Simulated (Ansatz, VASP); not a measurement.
## In3Se in VASP and in Ansatz

The input INCAR:

```
PREC = Accurate ; ENCUT = 520
EDIFF = 1E-7 ; ISMEAR = -1
SIGMA = 0.5 ; LREAL = False
LASPH = True ; NELM = 60
ALGO = Normal ; ISIF = 2
LWAVE = False ; LCHARG = True
GGA = PS ; LELF = True
LVHAR = True ; NBANDS = 30
```

File KPOINTS:

```
regular mesh
0
Gamma
  10 10 10
```

Contents of POSCAR:

```
In3Se
1.0
    4.8037580000      0.0000000000      0.0000000000
    0.0000000000      4.8037580000      0.0000000000
    0.0000000000      0.0000000000      4.8037580000
In Se
3 1
Direct
    0.0000000000      0.5000000000      0.5000000000
    0.5000000000      0.0000000000      0.5000000000
    0.5000000000      0.5000000000      0.0000000000
    0.0000000000      0.0000000000      0.0000000000
```

Input for Ansatz:

```yaml
crystal:
  lattice:
    - [4.803758, 0.0, 0.0]
    - [0.0, 4.803758, 0.0]
    - [0.0, 0.0, 4.803758]
  atoms:
    - { symbol: In, position: [0.0, 0.5, 0.5] }
    - { symbol: In, position: [0.5, 0.0, 0.5] }
    - { symbol: In, position: [0.5, 0.5, 0.0] }
    - { symbol: Se, position: [0.0, 0.0, 0.0] }
basis:
  ecutwfc: 420
kpoints:
  mp_grid: { grid: [10, 10, 10] }
hamiltonian:
  xc: pbesol
scf:
  occupations: { method: fermi_dirac, width: 0.5 }
output:
  forces: true
  stress: true
  eigenvalues: true
```

Alike in both runs: task single point; functional PBEsol; k mesh 10 × 10 × 10; occupations fermi-dirac, width 0.5 eV; no spin polarisation.

|  | VASP | Ansatz |
| --- | --- | --- |
| version | VASP 6.6.1 | Ansatz 0.2.0 |
| potentials or method | VASP PAW PBE potentials, release 64 (In_d, Se), cutoff 520 eV | scalar-relativistic, plane waves, PAW |
| valence electrons in the cell | 45 | 55 |

Ansatz gave:

| Item | Value |
| --- | --- |
| gap on the k mesh at the Fermi level (eV) | none |
| pressure (GPa) | -2.6 |

Problem. Estimate VASP's values.

Solution. gap on the k mesh at the Fermi level (eV): none; pressure (GPa): -2.7.

VASP's potentials were made for PBE, not for PBEsol. A gap of «none» marks a metal or a gap that the smearing closes. With one functional, cell and mesh, what is left measures potentials, basis and numerics. VASP's potentials hold 45 valence electrons a cell and Ansatz's 55, so a difference there can come from the potentials and not from the codes.
